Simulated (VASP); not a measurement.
# ZrB2 (P6/mmm) in VASP: vibrations by perturbation theory with PBE

Aim: the vibrations by perturbation theory of ZrB2 with PBE.

Program: VASP 6.6.1. These are calculated values, not measurements. Logs are shortened: lines on timing, memory, paths and dates and some standing lists are left out, and cuts for length are marked.

## (1) The cell of the first run

It takes space group P6/mmm (No. 191, hexagonal). Conventional cell: a = 3.171 Å, b = 3.171 Å, c = 3.543 Å, α = 90.00°, β = 90.00°, γ = 120.00°. Zr (site symmetry 6/mmm) has 12 B at 2.55 Å and 6 Zr at 3.17 Å within 3.4 Å. B (site symmetry -6m2) has 3 B at 1.83 Å within 2.4 Å.

## (2) Vibrations by perturbation theory, PBE

Contents of INCAR:

```
SYSTEM = ZrB2
PREC = Accurate
ENCUT = 520
EDIFF = 1E-8
ISMEAR = 1
SIGMA = 0.2
LREAL = .False.
LASPH = .True.
NELM = 60
ALGO = Normal
ISIF = 2
LWAVE = .False.
LCHARG = .False.
GGA = PE
NBANDS = 16
IBRION = 8
NSW = 1
```

Contents of KPOINTS:

```
regular mesh
0
Gamma
  12 12 10
  0 0 0
```

Contents of POSCAR:

```
ZrB2
1.0
    3.1709581031      0.0000000000      0.0000000000
   -1.5854790515      2.7461302716      0.0000000000
    0.0000000000      0.0000000000      3.5427929296
Zr B
1 2
Direct
    0.0000000000      0.0000000000      0.0000000000
    0.3333333333      0.6666666667      0.5000000000
    0.6666666667      0.3333333333      0.5000000000
```

Potentials or basis: VASP PAW PBE potentials, release 64 (Zr_sv, B).

Launch:

```sh
$ cat potpaw_PBE.64/Zr_sv/POTCAR potpaw_PBE.64/B/POTCAR > POTCAR
$ mpirun -np 1 vasp_std > vasp.out
```

OUTCAR:

```text
SYSTEM = ZrB2
   PREC = Accurate
   ENCUT = 520
   EDIFF = 1E-8
   ISMEAR = 1
   LREAL = .False.
   LASPH = .True.
   NELM = 60
   ISIF = 2
   GGA = PE
   IBRION = 8
   NSW = 1

 ion  position               nearest neighbor table
   1  0.000  0.000  0.000-   2 2.55   3 2.55   2 2.55   3 2.55   2 2.55   2 2.55   3 2.55   3 2.55
                             3 2.55   3 2.55   2 2.55   2 2.55
   2  0.333  0.667  0.500-   3 1.83   3 1.83   3 1.83   1 2.55   1 2.55   1 2.55   1 2.55   1 2.55
                             1 2.55
   3  0.667  0.333  0.500-   2 1.83   2 1.83   2 1.83   1 2.55   1 2.55   1 2.55   1 2.55   1 2.55
                             1 2.55

  LATTYP: Found a hexagonal cell.
 ALAT       =     3.1709581031
 C/A-ratio  =     1.1172626110

  Lattice vectors:

 A1 = (   3.1709581031,   0.0000000000,   0.0000000000)
 A2 = (  -1.5854790515,   2.7461302716,   0.0000000000)
 A3 = (   0.0000000000,   0.0000000000,   3.5427929296)

Analysis of symmetry for initial positions (statically):
=====================================================================
 Subroutine PRICEL returns:
 Original cell was already a primitive cell.

 Routine SETGRP: Setting up the symmetry group for a
 hexagonal supercell.

 Subroutine GETGRP returns: Found 24 space group operations
 (whereof 24 operations were pure point group operations)
 out of a pool of 24 trial point group operations.

The static configuration has the point symmetry D_6h.

Analysis of symmetry for dynamics (positions and initial velocities):
=====================================================================
 Subroutine PRICEL returns:
 Original cell was already a primitive cell.

 Routine SETGRP: Setting up the symmetry group for a
 hexagonal supercell.

 Subroutine GETGRP returns: Found 24 space group operations
 (whereof 24 operations were pure point group operations)
 out of a pool of 24 trial point group operations.

The dynamic configuration has the point symmetry D_6h.

 Subroutine INISYM returns: Found 24 space group operations
 (whereof 24 operations are pure point group operations),
 and found     1 'primitive' translations

----------------------------------------------------------------------------------------

                                     Primitive cell

  volume of cell :      30.8502

  direct lattice vectors                    reciprocal lattice vectors
     3.170958103  0.000000000  0.000000000     0.315362098  0.182074392  0.000000000
    -1.585479051  2.746130272  0.000000000     0.000000000  0.364148784  0.000000000
     0.000000000  0.000000000  3.542792930     0.000000000  0.000000000  0.282263180

  length of vectors
     3.170958103  3.170958103  3.542792930     0.364148784  0.364148784  0.282263180

  position of ions in fractional coordinates (direct lattice)
     0.000000000  0.000000000  0.000000000
     0.333333333  0.666666667  0.500000000
     0.666666667  0.333333333  0.500000000

  ion indices of the primitive-cell ions
   primitive index   ion index
                 1           1
                 2           2
                 3           3

----------------------------------------------------------------------------------------

 KPOINTS: regular mesh

Automatic generation of k-mesh.
 Grid dimensions read from file:
 generate k-points for:   12   12   10

[... 100 lines left out ...]
   NGX = 11   NGY = 11   NGZ = 13

--------------------------------------- Ionic step        1  -------------------------------------------

 number of electron      18.0000000 magnetization

 Free energy of the ion-electron system (eV)
  ---------------------------------------------------
  ext. energy  EPLUGINS =         0.00000000
  ---------------------------------------------------
  free energy    TOTEN  =       -24.97984015 eV

  energy without entropy =      -24.97923370  energy(sigma->0) =      -24.97963800

 E-fermi :  10.5827     XC(G=0): -12.4271

 val. band max:       10.5741480126   @ k =   0.0833   0.0000   0.3000
 cond. band min:      10.5946590534   @ k =   0.0833   0.0833   0.3000
 fundamental gap:      0.0205110409
 Fermi energy:        10.5826770203

 k-point     1 :       0.0000    0.0000    0.0000
  band No.  band energies     occupation
      1     -38.1597      2.00000
      2     -16.3447      2.00000
      3     -15.7930      2.00000
      4     -15.7930      2.00000
      5      -2.2280      2.00000
      6       7.8817      2.00000
[... 433 lines left out ...]
      3     -16.2450      2.00000
      4     -15.9498      2.00000
      5      -0.1920      2.00000
      6       4.0496      2.00000
[... 8 lines left out ...]
     15      18.1987      0.00000
     16      20.9216      0.00000

 [... further k-points ...]

------------------------ aborting loop because EDIFF is reached ----------------------------------------

  FORCE on cell =-STRESS in cart. coord.  units (eV):
  Direction    XX          YY          ZZ          XY          YZ          ZX
  --------------------------------------------------------------------------------------
  -------------------------------------------------------------------------------------
  Total        0.0140854      0.0140854      0.0400618      0.0000000      0.0000000      0.0000000
  in kB        0.7315134      0.7315134      2.0805774      0.0000000      0.0000000      0.0000000
  external PRESSURE =       1.1812014 kB  Pullay stress =       0.0000000 kB

 VOLUME and BASIS-vectors are now :
 -----------------------------------------------------------------------------
  energy-cutoff  :      520.00
  volume of cell :       30.85
      direct lattice vectors                 reciprocal lattice vectors
     3.170958103  0.000000000  0.000000000     0.315362098  0.182074392  0.000000000
    -1.585479051  2.746130272  0.000000000     0.000000000  0.364148784  0.000000000
     0.000000000  0.000000000  3.542792930     0.000000000  0.000000000  0.282263180

 POSITION                                       TOTAL-FORCE (eV/Angst)
 -----------------------------------------------------------------------------------
      0.00000      0.00000      0.00000         0.000000      0.000000      0.000000
     -0.00000      1.83075      1.77140         0.000000      0.000000      0.000000
      1.58548      0.91538      1.77140        -0.000000     -0.000000      0.000000
 -----------------------------------------------------------------------------------
    total drift:                               -0.000000      0.000000      0.000000

  FREE ENERGIE OF THE ION-ELECTRON SYSTEM (eV)
  ---------------------------------------------------
  free  energy   TOTEN  =       -24.9798401499 eV

  energy  without entropy=      -24.9792336974  energy(sigma->0) =      -24.97963800

[... ionic steps 2 to 3 ...]

--------------------------------------- Ionic step        4  -------------------------------------------

------------------------ aborting loop because EDIFF is reached ----------------------------------------
[... 11 lines left out ...]
[... ionic steps 8 to 8 ...]

--------------------------------------- Ionic step        9  -------------------------------------------

 Free energy of the ion-electron system (eV)
  ---------------------------------------------------
  ---------------------------------------------------
  free energy    TOTEN  =        -0.04495767 eV

  energy without entropy =       -0.04495767

------------------------ aborting loop because EDIFF is reached ----------------------------------------

 INTERNAL STRAIN TENSOR  FOR ION    2  DIRECTION 3   (eV/Angst):
 -----------------------------------------------------------------------------
    -0.00267 -0.00000  0.00000
    -0.00000 -0.00267  0.00000
    -0.00000  0.00000  0.00129

 INTERNAL STRAIN TENSOR FOR ION    3 for displacements in x,y,z  (eV/Angst):
          X           Y           Z          XY          YZ          ZX
  --------------------------------------------------------------------------------
  x    -0.00000     0.00000     0.00000    -2.09188     0.00000     0.00000
  y    -2.09188     2.09188     0.00000     0.00000     0.00000     0.00000
  z     0.00000     0.00000     0.00000     0.00000     0.00000    -0.00000

 SECOND DERIVATIVES (NOT SYMMETRIZED)
 ------------------------------------
               1X          1Y          1Z          2X          2Y          2Z          3X          3Y          3Z
  1X   -12.919644   -0.000000    0.000000    6.459822    0.000000    0.000000    6.459822    0.000000    0.000000
  1Y    -0.000000  -12.919644    0.000000    0.000000    6.459822    0.000000    0.000000    6.459822    0.000000
  1Z     0.000000    0.000000  -14.127809    0.000000    0.000000    7.063905    0.000000    0.000000    7.063905
  2X     6.437176    0.000000    0.000000  -14.760672   -0.000000    0.000000    8.323496    0.000000    0.000000
  2Y     0.000000    6.437176    0.000000   -0.000000  -14.760672    0.000000    0.000000    8.323496    0.000000
  2Z     0.000000    0.000000    7.063894    0.000000    0.000000   -9.432697    0.000000   -0.000000    2.368803
  3X     6.437176    0.000000    0.000000    8.323496    0.000000    0.000000  -14.760672   -0.000000    0.000000
  3Y     0.000000    6.437176    0.000000    0.000000    8.323496    0.000000   -0.000000  -14.760672    0.000000
  3Z     0.000000    0.000000    7.063894    0.000000   -0.000000    2.368803    0.000000    0.000000   -9.432697

 Eigenvectors and eigenvalues of the dynamical matrix
 ----------------------------------------------------

   1 f  =   22.844145 THz   143.533996 2PiTHz  761.998656 cm-1    94.475750 meV
             X         Y         Z           dx          dy          dz
      0.000000  0.000000  0.000000    -0.000000   -0.000000   -0.000000
     -0.000000  1.830754  1.771396    -0.587952   -0.392827    0.000000
      1.585479  0.915377  1.771396     0.587952    0.392827   -0.000000
[... 43 lines left out ...]
   9 f/i=    0.009285 THz     0.058340 2PiTHz    0.309720 cm-1     0.038400 meV
             X         Y         Z           dx          dy          dz
      0.000000  0.000000  0.000000     0.847579    0.299097    0.000000
     -0.000000  1.830754  1.771396     0.292295    0.103146    0.000000
      1.585479  0.915377  1.771396     0.292295    0.103146    0.000000

--------------------------------------------------------------------------------------------------------

 ELASTIC MODULI CONTR FROM IONIC RELAXATION (kBar)
 Direction    XX          YY          ZZ          XY          YZ          ZX
 --------------------------------------------------------------------------------
 XX         -19.6898     19.6898      0.0000     -0.0000      0.0000     -0.0000
 YY          19.6898    -19.6898     -0.0000     -0.0000      0.0000      0.0000
 ZZ           0.0000     -0.0000     -0.0000     -0.0000      0.0000      0.0000
 XY          -0.0000     -0.0000     -0.0000    -19.6898      0.0000      0.0000
 YZ           0.0000      0.0000      0.0000      0.0000      0.0000      0.0000
 ZX          -0.0000      0.0000      0.0000      0.0000      0.0000     -0.0000
 --------------------------------------------------------------------------------
```

It took 5.9 min on 1 thread of Intel Xeon 6975P-C (Granite Rapids), shared host; peak memory 0.52 GiB.

Results:

| Quantity | Value |
| --- | --- |
| Highest phonon frequency at Γ | 762 cm⁻¹ |

Phonon frequencies in cm⁻¹ (negative: imaginary):
```tsv
q point	frequencies
(0.000, 0.000, 0.000)	0 0 0 448 448 469 545 762 762
```
